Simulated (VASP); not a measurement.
Ga3Ir2: relaxation of cell and atoms with PBE

The system is Ga3Ir2.

```
Ga Ir
1.0
     4.11297    0.00000    0.00000
    -2.05648    3.56194    0.00000
     0.00000    0.00000    5.46823
Ga Ir
3 2
Direct
  0.00000 0.00000 0.68118
  0.00000 0.00000 0.31882
  0.00000 0.00000 0.00000
  0.33333 0.66667 0.50000
  0.66667 0.33333 0.50000
```

The cell was generated, and may not be a known phase.

```yaml
Program: VASP 6.6.1
Task: relaxation of cell and atoms
Functional: PBE
Potentials_or_basis: VASP PAW PBE potentials, release 64 (Ga_d, Ir)
Cutoff: 600 eV
k_mesh: 6 × 6 × 4
Occupations: gaussian, width 0.1 eV
Spin: no spin polarisation
Dipole_correction: no
Further_INCAR_settings: ALGO = Fast; EDIFF = 1e-06; IBRION = 2; EDIFFG = -0.04; NSW = 90; ISIF = 3
```

The relaxed volume is 23.81 Å³/atom, the relaxed cell is a = 4.254 Å, b = 4.254 Å, c = 7.596 Å, α = 90.00°, β = 90.00°, γ = 120.00° and the space group after relaxing (to 0.1 Å) is P6/mmm (No. 191). The pressure after relaxing is 0.0 GPa, the largest force after relaxing is 0.022 eV/Å and the band gap on the k mesh is zero (an odd number of electrons rules out a gap without spin polarisation).

Forces on the atoms (eV/Å):
```
Ga   0.000  0.000  0.022
Ga   0.000  0.000 -0.022
Ga   0.000  0.000  0.000
Ir   0.000  0.000  0.000
Ir   0.000  0.000  0.000
```

Final structure:
```
Ga Ir
1.0
     4.25421    0.00000    0.00000
    -2.12710    3.68425    0.00000
     0.00000    0.00000    7.59633
Ga Ir
3 2
Direct
  0.00000 0.00000 0.67600
  0.00000 0.00000 0.32400
  0.00000 0.00000 0.00000
  0.33333 0.66667 0.50000
  0.66667 0.33333 0.50000
```

Levels at points of the mesh, in eV from the Fermi level:
| k point | band 25 | band 26 | band 27 | band 28 | band 29 | band 30 | band 31 | band 32 |
| --- | --- | --- | --- | --- | --- | --- | --- | --- |
| (0.00, 0.00, 0.00) | -3.17 | -1.39 | -1.39 | -0.47 | 1.37 | 1.97 | 2.87 | 2.87 |
| (0.50, 0.00, 0.00) | -1.89 | -1.39 | -0.24 | -0.19 | -0.05 | -0.03 | 1.09 | 1.29 |
| (0.00, 0.00, 0.50) | -3.04 | -1.41 | -1.41 | -1.04 | -0.47 | 2.35 | 3.02 | 3.02 |
| (0.50, 0.00, 0.50) | -2.29 | -0.93 | -0.54 | -0.19 | -0.05 | -0.02 | 0.97 | 1.00 |

It took 32 min on 1 thread of Intel(R) Xeon(R) Platinum 8488C (Sapphire Rapids), on a shared host, peak memory 0.3 GiB.

Caveat: the volume moved by over 15 % at a fixed basis, so the end points are rough; spin-orbit coupling is left out, which moves the levels of the heavy elements.
